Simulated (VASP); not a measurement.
# Nb3Sn: single point with PBE

Nb3Sn:

```xyz
4
Lattice="4.2304 0.0000 0.0000 0.0000 4.2304 0.0000 0.0000 0.0000 4.2304" Properties=species:S:1:pos:R:3 pbc="T T T"
Nb    0.0000    2.1152    2.1152
Nb    2.1152    0.0000    2.1152
Nb    2.1152    2.1152    0.0000
Sn    0.0000    0.0000    0.0000
```

```json
{
 "Program": "VASP 6.6.1",
 "Task": "single point",
 "Functional": "PBE",
 "Potentials or basis": "VASP PAW PBE potentials, release 64 (Nb_sv, Sn_d)",
 "Cutoff": "520 eV",
 "k mesh": "4 × 4 × 4",
 "Occupations": "gaussian, width 0.1 eV",
 "Spin": "no spin polarisation"
}
```

* Pressure: -0.3 GPa
* Band gap on the k mesh: zero (an odd number of electrons rules out a gap without spin polarisation)

Levels at points of the mesh, in eV from the Fermi level:
| k point | band 25 | band 26 | band 27 | band 28 | band 29 | band 30 |
| --- | --- | --- | --- | --- | --- | --- |
| (0.00, 0.00, 0.00) | -0.09 | -0.09 | -0.09 | 1.44 | 1.44 | 1.44 |
| (0.50, 0.00, 0.00) | -0.04 | -0.04 | 0.07 | 0.39 | 1.25 | 1.48 |
| (0.50, 0.50, 0.00) | -1.19 | 0.06 | 0.06 | 1.10 | 1.14 | 1.18 |
| (0.50, 0.50, 0.50) | -0.19 | -0.19 | -0.19 | 1.34 | 1.34 | 1.34 |

Run time: 44 s on 1 thread of Intel Xeon 8259CL, on a shared host, peak memory 0.15 GiB.

Caveat: the k points lie up to 0.37 Å⁻¹ apart, too coarse for converged energies and pressures of a metal; spin-orbit coupling is left out, which moves the levels of the heavy elements.
